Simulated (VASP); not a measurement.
# Sb2S (Fm-3m) in VASP: a series of runs

Aim: see how the results for Sb2S move with the level of theory and the settings. Levels: RPBE, r2SCAN. Tasks: single point.

Everything below comes from runs of VASP 6.6.1. Logs are shortened: lines on timing, memory, paths and dates and some standing lists are left out, and cuts for length are marked.

## 1. The cell of the first run

Symmetry: Fm-3m, No. 225, cubic system. Conventional cell: a = 7.686 Å, b = 7.686 Å, c = 7.686 Å, α = 90.00°, β = 90.00°, γ = 90.00°. Within 4.4 Å of Sb (site symmetry -43m) lie 4 S at 3.33 Å and 6 Sb at 3.84 Å. S (site symmetry m-3m) has 8 Sb at 3.33 Å within 4.4 Å.

## 2. Single point, RPBE

File INCAR:

```
PREC = Accurate
ENCUT = 500
EDIFF = 1E-6
ISMEAR = -1
SIGMA = 0.1
LREAL = F
LASPH = T
NELM = 120
ALGO = Normal
ISIF = 2
LWAVE = F
LCHARG = F
GGA = RP
NBANDS = 15
GGA_COMPAT = F
```

File KPOINTS:

```
Automatic mesh
0
Gamma
  4 4 4
```

File POSCAR:

```
Sb2S
1.0
    0.0000000000      3.8429670000      3.8429670000
    3.8429670000      0.0000000000      3.8429670000
    3.8429670000      3.8429670000      0.0000000000
Sb S
2 1
Direct
    0.2500000000      0.2500000000      0.2500000000
    0.7500000000      0.7500000000      0.7500000000
    0.0000000000      0.0000000000      0.0000000000
```

Potentials or basis: VASP PAW PBE potentials, release 64 (Sb, S).

Run with:

```console
$ cat potpaw_PBE.64/Sb/POTCAR potpaw_PBE.64/S/POTCAR > POTCAR
$ mpirun -np 1 vasp_std > vasp.out
```

OUTCAR:

```text
PREC = Accurate
   ENCUT = 500
   EDIFF = 1E-6
   ISMEAR = -1
   LREAL = F
   LASPH = T
   NELM = 120
   ISIF = 2
   GGA = RP

 ion  position               nearest neighbor table
   1  0.250  0.250  0.250-
   2  0.750  0.750  0.750-
   3  0.000  0.000  0.000-

  LATTYP: Found a face centered cubic cell.
 ALAT       =     7.6859340000

  Lattice vectors:

 A1 = (   0.0000000000,   3.8429670000,   3.8429670000)
 A2 = (   3.8429670000,   0.0000000000,   3.8429670000)
 A3 = (   3.8429670000,   3.8429670000,   0.0000000000)

Analysis of symmetry for initial positions (statically):
=====================================================================
 Subroutine PRICEL returns:
 Original cell was already a primitive cell.

 Routine SETGRP: Setting up the symmetry group for a
 face centered cubic supercell.

 Subroutine GETGRP returns: Found 48 space group operations
 (whereof 48 operations were pure point group operations)
 out of a pool of 48 trial point group operations.

The static configuration has the point symmetry O_h .

Analysis of symmetry for dynamics (positions and initial velocities):
=====================================================================
 Subroutine PRICEL returns:
 Original cell was already a primitive cell.

 Routine SETGRP: Setting up the symmetry group for a
 face centered cubic supercell.

 Subroutine GETGRP returns: Found 48 space group operations
 (whereof 48 operations were pure point group operations)
 out of a pool of 48 trial point group operations.

The dynamic configuration has the point symmetry O_h .

 Subroutine INISYM returns: Found 48 space group operations
 (whereof 48 operations are pure point group operations),
 and found     1 'primitive' translations

----------------------------------------------------------------------------------------

                                     Primitive cell

  volume of cell :     113.5089

  direct lattice vectors                    reciprocal lattice vectors
     0.000000000  3.842967000  3.842967000    -0.130107805  0.130107805  0.130107805
     3.842967000  0.000000000  3.842967000     0.130107805 -0.130107805  0.130107805
     3.842967000  3.842967000  0.000000000     0.130107805  0.130107805 -0.130107805

  length of vectors
     5.434776051  5.434776051  5.434776051     0.225353328  0.225353328  0.225353328

  position of ions in fractional coordinates (direct lattice)
     0.250000000  0.250000000  0.250000000
     0.750000000  0.750000000  0.750000000
     0.000000000  0.000000000  0.000000000

  ion indices of the primitive-cell ions
   primitive index   ion index
                 1           1
                 2           2
                 3           3

----------------------------------------------------------------------------------------

 KPOINTS: Automatic mesh

Automatic generation of k-mesh.
 Grid dimensions read from file:
 generate k-points for:    4    4    4

 Generating k-lattice:

  Cartesian coordinates                     Fractional coordinates (reciprocal lattice)
    -0.032526951  0.032526951  0.032526951     0.250000000  0.000000000  0.000000000
     0.032526951 -0.032526951  0.032526951     0.000000000  0.250000000  0.000000000
     0.032526951  0.032526951 -0.032526951     0.000000000  0.000000000  0.250000000

  Length of vectors
     0.056338332  0.056338332  0.056338332

  Shift w.r.t. Gamma in fractional coordinates (k-lattice)
     0.000000000  0.000000000  0.000000000

 Subroutine IBZKPT returns following result:
 ===========================================

 Found      8 irreducible k-points:

 Following reciprocal coordinates:
            Coordinates               Weight
  0.000000  0.000000  0.000000      1.000000
  0.250000  0.000000  0.000000      8.000000
  0.500000  0.000000  0.000000      4.000000
  0.250000  0.250000  0.000000      6.000000
  0.500000  0.250000  0.000000     24.000000
 -0.250000  0.250000  0.000000     12.000000
  0.500000  0.500000  0.000000      3.000000
 -0.250000  0.500000  0.250000      6.000000
   k-points           NKPTS =      8   k-points in BZ     NKDIM =      8   number of bands    NBANDS=     15
   number of dos      NEDOS =    301   number of ions     NIONS =      3
   total plane-waves  NPLWV =  64000
   dimension x,y,z NGX =    40 NGY =   40 NGZ =   40
   dimension x,y,z NGXF=    80 NGYF=   80 NGZF=   80
   ions per type =               2   1
   NGX,Y,Z   is equivalent  to a cutoff of  12.24, 12.24, 12.24 a.u.
   NGXF,Y,Z  is equivalent  to a cutoff of  24.47, 24.47, 24.47 a.u.
 SYSTEM =  unknown system
   PREC   = accura    normal or accurate (medium, high low for compatibility)
   ISTART =      0    job   : 0-new  1-cont  2-samecut
   ICHARG =      2    charge: 1-file 2-atom 10-const
   ISPIN  =      1    spin polarized calculation?
   LNONCOLLINEAR =      F non collinear calculations
   LSORBIT =      F    spin-orbit coupling
   LASPH  =      T    aspherical Exc in radial PAW
   ENCUT  =  500.0 eV  36.75 Ry    6.06 a.u.   9.91  9.91  9.91*2*pi/ulx,y,z
   NELM   =    120;   NELMIN=  2; NELMDL= -5     # of ELM steps
   EDIFF  = 0.1E-05   stopping-criterion for ELM
   LREAL  =      F    real-space projection
   EDIFFG = 0.1E-04   stopping-criterion for IOM
   NSW    =      0    number of steps for IOM
   IBRION =     -1    ionic relax: 0-MD 1-quasi-New 2-CG
   NFREE  =      0    steps in history (QN), initial steepest desc. (CG)
   ISIF   =      2    stress and relaxation
   ISYM   =      2    0-nonsym 1-usesym 2-fastsym
   POTIM  = 0.5000    time-step for ionic-motion
   TEBEG  =    0.0;   TEEND  =   0.0 temperature during run
   PSTRESS=    0.0 pullay stress
   NELECT =      16.0000    total number of electrons
   NUPDOWN=      -1.0000    fix difference up-down
   EMIN   =  10.00;   EMAX   =-10.00  energy-range for DOS
   EFERMI =   0.00;   METHOD = LEGACY
   ISMEAR =    -1;   SIGMA  =   0.10  broadening in eV -4-tet -1-fermi 0-gaus
   EFERMI_NEDOS =   21; number of points for ismear=-14 and -15
   IALGO  =     38    algorithm
   IMIX   =      4    mixing-type and parameters
     AMIX     =   0.40;   BMIX     =  1.00
     AMIX_MAG =   1.60;   BMIX_MAG =  1.00
  volume/ion in A,a.u.               =      37.84       255.33
  Fermi-wavevector in a.u.,A,eV,Ry     =   0.851997  1.610041  9.876459  0.725899
  Thomas-Fermi vector in A             =   1.968217
   LORBIT       =      0    0 simple, 1 ext, 2 COOP (PROOUT), +10 PAW based schemes
   GGA     = RP    functional components
   LHFCALC =     F    Hartree Fock is set to
   AEXX    =    0.0000 exact exchange contribution
   IVDW    =     0    specifies the selected vdW correction
   LEPSILON=     F    determine dielectric tensor
   LRPA    =     F    only Hartree local field effects (RPA)
 non-spin polarized calculation
  energy-cutoff  :      500.00
  volume of cell :      113.51
 maximum number of plane-waves:      2891
   NGX = 19   NGY = 19   NGZ = 19

 number of electron      15.9999998 magnetization

 Free energy of the ion-electron system (eV)
  ---------------------------------------------------
  ext. energy  EPLUGINS =         0.00000000
  ---------------------------------------------------
  free energy    TOTEN  =        -8.78596890 eV

  energy without entropy =       -8.62267412  energy(sigma->0) =       -8.70432151

 E-fermi :   3.3371     XC(G=0):  -8.0570

 val. band max:        3.3329528133   @ k =  -0.2500   0.2500   0.0000
 cond. band min:       3.3806185761   @ k =  -0.2500   0.5000   0.2500
 fundamental gap:      0.0476657628
 Fermi energy:         3.3371139478

 k-point     1 :       0.0000    0.0000    0.0000
  band No.  band energies     occupation
      1      -9.1935      2.00000
      2      -5.4095      2.00000
      3      -4.1117      2.00000
      4       0.7786      2.00000
      5       0.7786      2.00000
      6       0.7786      2.00000
      7       1.9061      2.00000
      8       1.9061      2.00000
      9       1.9061      2.00000
     10       5.0536      0.00000
     11       5.0536      0.00000
     12       5.0536      0.00000
     13       8.4788      0.00000
     14       8.4788      0.00000
     15       9.0060      0.00000

 k-point     2 :       0.2500    0.0000    0.0000
  band No.  band energies     occupation
      1      -9.0495      2.00000
      2      -5.5078      2.00000
      3      -4.5242      2.00000
      4       0.4695      2.00000
      5       0.4695      2.00000
      6       0.6341      2.00000
      7       2.3759      1.99987
      8       2.3759      1.99987
      9       3.2494      1.41265
     10       4.3384      0.00009
     11       4.6473      0.00000
     12       4.6473      0.00000
     13       9.3829      0.00000
     14       9.7661      0.00000
     15       9.7661      0.00000

 k-point     3 :       0.5000    0.0000    0.0000
  band No.  band energies     occupation
      1      -8.8857      2.00000
      2      -5.5196      2.00000
      3      -5.0491      2.00000
      4       0.2791      2.00000
      5       0.2791      2.00000
      6       1.1030      2.00000
      7       2.6291      1.99832
      8       2.6291      1.99832
      9       3.5198      0.27724
     10       4.0960      0.00101
     11       4.5742      0.00001
     12       4.5742      0.00001
     13       9.7647      0.00000
     14       9.8478      0.00000
     15       9.8478      0.00000

 k-point     4 :       0.2500    0.2500    0.0000
  band No.  band energies     occupation
      1      -9.0013      2.00000
      2      -5.5797      2.00000
      3      -4.5330      2.00000
      4       0.0092      2.00000
      5       0.0092      2.00000
      6       1.0305      2.00000
      7       2.9417      1.96238
      8       2.9417      1.96238
      9       3.0049      1.93033
     10       3.4542      0.47358
     11       5.3407      0.00000
     12       5.3407      0.00000
     13       9.0296      0.00000
     14       9.1431      0.00000
     15       9.7306      0.00000

 k-point     5 :       0.5000    0.2500    0.0000
  band No.  band energies     occupation
      1      -8.8368      2.00000
      2      -5.5685      2.00000
      3      -5.0596      2.00000
      4      -0.1344      2.00000
      5       0.0243      2.00000
      6       1.1066      2.00000
      7       2.2815      1.99995
      8       3.4174      0.61895
      9       3.5113      0.29807
     10       4.7004      0.00000
     11       4.7089      0.00000
     12       5.1269      0.00000
     13       8.7963      0.00000
     14      10.2403      0.00000
     15      10.9157      0.00000

 k-point     6 :      -0.2500    0.2500    0.0000
  band No.  band energies     occupation
      1      -8.8920      2.00000
      2      -5.5024      2.00000
      3      -5.0179      2.00000
      4       0.2043      2.00000
      5       0.2326      2.00000
      6       0.7141      2.00000
      7       2.8682      1.98177
      8       3.0394      1.90311
      9       3.3330      1.02080
     10       4.0169      0.00223
     11       4.2422      0.00023
     12       5.5598      0.00000
     13       8.7482      0.00000
     14      10.0422      0.00000
     15      10.5552      0.00000

 k-point     7 :       0.5000    0.5000    0.0000
  band No.  band energies     occupation
      1      -8.7818      2.00000
      2      -5.7691      2.00000
      3      -4.8672      2.00000
      4      -0.4250      2.00000
      5      -0.4250      2.00000
      6       1.1461      2.00000
      7       2.0402      2.00000
      8       4.0835      0.00115
      9       4.0835      0.00115
     10       4.9480      0.00000
     11       4.9480      0.00000
     12       5.6947      0.00000
     13       7.9968      0.00000
     14      10.2604      0.00000
     15      10.9418      0.00000

 k-point     8 :      -0.2500    0.5000    0.2500
  band No.  band energies     occupation
      1      -8.7811      2.00000
      2      -5.3853      2.00000
      3      -5.3853      2.00000
      4      -0.5892      2.00000
      5       0.8445      2.00000
      6       0.8445      2.00000
      7       1.7146      2.00000
      8       3.3806      0.78584
      9       4.3084      0.00012
     10       4.3084      0.00012
     11       5.1832      0.00000
     12       5.3921      0.00000
     13       9.0723      0.00000
     14      10.0270      0.00000
     15      10.7415      0.00000

------------------------ aborting loop because EDIFF is reached ----------------------------------------

  FORCE on cell =-STRESS in cart. coord.  units (eV):
  Direction    XX          YY          ZZ          XY          YZ          ZX
  --------------------------------------------------------------------------------------
  -------------------------------------------------------------------------------------
  Total       -5.1319592     -5.1319592     -5.1319592      0.0000000      0.0000000     -0.0000000
  in kB      -72.4375608    -72.4375608    -72.4375608      0.0000000      0.0000000     -0.0000000
  external PRESSURE =     -72.4375608 kB  Pullay stress =       0.0000000 kB

 VOLUME and BASIS-vectors are now :
 -----------------------------------------------------------------------------
  energy-cutoff  :      500.00
  volume of cell :      113.51
      direct lattice vectors                 reciprocal lattice vectors
     0.000000000  3.842967000  3.842967000    -0.130107805  0.130107805  0.130107805
     3.842967000  0.000000000  3.842967000     0.130107805 -0.130107805  0.130107805
     3.842967000  3.842967000  0.000000000     0.130107805  0.130107805 -0.130107805

 POSITION                                       TOTAL-FORCE (eV/Angst)
 -----------------------------------------------------------------------------------
      1.92148      1.92148      1.92148        -0.000000     -0.000000      0.000000
      5.76445      5.76445      5.76445         0.000000      0.000000      0.000000
      0.00000      0.00000      0.00000         0.000000      0.000000     -0.000000
 -----------------------------------------------------------------------------------
    total drift:                               -0.000000      0.000000      0.000000

  FREE ENERGIE OF THE ION-ELECTRON SYSTEM (eV)
  ---------------------------------------------------
  free  energy   TOTEN  =        -8.7859688988 eV

  energy  without entropy=       -8.6226741210  energy(sigma->0) =       -8.70432151
```

It took 14 s on 1 thread of Intel Xeon Platinum 8488C (Sapphire Rapids), shared host; peak memory 0.23 GiB.

What came out:

```yaml
Free_energy: -8.7860 eV
Pressure: -7.2 GPa
Band_gap_on_the_k_mesh: zero (band 8 reaches 4.08 eV, above the bottom of band 9 at 1.91 eV)
```

Levels at points of the mesh, in eV from the Fermi level:
| k point | band 5 | band 6 | band 7 | band 8 | band 9 | band 10 | band 11 | band 12 |
| --- | --- | --- | --- | --- | --- | --- | --- | --- |
| (0.00, 0.00, 0.00) | -2.56 | -2.56 | -1.43 | -1.43 | -1.43 | 1.72 | 1.72 | 1.72 |
| (0.50, 0.00, 0.00) | -3.06 | -2.23 | -0.71 | -0.71 | 0.18 | 0.76 | 1.24 | 1.24 |
| (0.50, 0.50, 0.00) | -3.76 | -2.19 | -1.30 | 0.75 | 0.75 | 1.61 | 1.61 | 2.36 |

Caveat: the PAW data sets were made with another functional, which shifts forces and pressure a little; spin-orbit coupling is left out, which moves the levels of the heavy elements.

## 3. Single point, r2SCAN

POSCAR is that of step 2.

File INCAR.step1:

```
SYSTEM = Sb2S
PREC = Accurate ; ENCUT = 550
ISMEAR = -1 ; SIGMA = 0.1
LREAL = .False. ; LASPH = .True.
NELM = 120 ; NBANDS = 15
GGA = PE ; ALGO = Normal
EDIFF = 1E-5 ; LWAVE = .True.
LCHARG = .False. ; GGA_COMPAT = .False.
```

File INCAR.step2:

```
SYSTEM = Sb2S
PREC = Accurate ; ENCUT = 550
EDIFF = 1E-6 ; ISMEAR = -1
SIGMA = 0.1 ; LREAL = .False.
LASPH = .True. ; NELM = 120
ALGO = Normal ; ISIF = 2
LWAVE = .False. ; LCHARG = .False.
METAGGA = R2SCAN ; LMIXTAU = .True.
NBANDS = 15 ; ISTART = 1
GGA_COMPAT = .False.
```

File KPOINTS:

```
regular mesh
0
Gamma
  4 4 4
  0 0 0
```

Potentials or basis: VASP PAW PBE potentials, release 64 (Sb, S).

Run with:

```console
$ cat potpaw_PBE.64/Sb/POTCAR potpaw_PBE.64/S/POTCAR > POTCAR
$ cp INCAR.step1 INCAR
$ mpirun -np 1 vasp_std > vasp.out
$ cp INCAR.step2 INCAR
$ mpirun -np 1 vasp_std > vasp.out
```

It took 57 s on 1 thread of Intel Xeon Platinum 8488C (Sapphire Rapids), shared host; peak memory 0.27 GiB.

The run converged. Its results:

* Free energy: -56.1595 eV
* Pressure: -8.9 GPa
* Band gap on the k mesh: zero (band 8 reaches 3.87 eV, above the bottom of band 9 at 1.57 eV)

Levels at points of the mesh, in eV from the Fermi level:
```tsv
k point	band 5	band 6	band 7	band 8	band 9	band 10	band 11	band 12
(0.00, 0.00, 0.00)	-2.70	-2.70	-1.52	-1.52	-1.52	1.79	1.79	1.79
(0.50, 0.00, 0.00)	-3.22	-2.31	-0.75	-0.75	0.23	0.77	1.30	1.30
(0.50, 0.50, 0.00)	-3.96	-2.28	-1.33	0.78	0.78	1.68	1.68	2.45
```

Caveat: the PAW data sets were made with another functional, which shifts forces and pressure a little; spin-orbit coupling is left out, which moves the levels of the heavy elements.
